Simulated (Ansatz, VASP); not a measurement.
## One calculation of AlNi3, two programs

```
Al Ni
1.0
     0.00000    3.21817    2.79841
     2.37865    0.00000    2.79841
     2.37865    3.21817    0.00000
Al Ni
1 3
Direct
  0.50000 0.50000 0.50000
  0.25000 0.25000 0.25000
  0.00000 0.00000 0.00000
  0.75000 0.75000 0.75000
```

Change from the starting cell: strain -0.1500 x Voigt [1, -1, 0, 0, 0, 0], atoms carried along.

Alike in both runs: task single point; functional PBEsol; k mesh 14 × 14 × 14; occupations gaussian, width 0.15 eV; no spin polarisation.

|  | VASP | Ansatz |
| --- | --- | --- |
| version | VASP 6.6.1 | Ansatz 0.2.0 |
| potentials or method | VASP PAW PBE potentials, release 64 (Al, Ni), cutoff 520 eV | scalar-relativistic, plane waves, PAW |
| valence electrons in the cell | 33 | 57 |

|  | VASP | Ansatz | Ansatz less VASP |
| --- | --- | --- | --- |
| gap on the k mesh at the Fermi level (eV) | none | none | - |
| pressure (GPa) | 8.1 | 8.0 | -0.05 |
| traceless stress, the component that is largest in VASP (GPa) | 17.61 | 17.65 | +0.041 |

VASP's potentials were made for PBE, not for PBEsol. A gap of «none» marks a metal or a gap that the smearing closes. The functional is the same, so the differences come from potentials, cutoffs and numerics. VASP's potentials hold 33 valence electrons a cell and Ansatz's 57, so a difference there can come from the potentials and not from the codes.
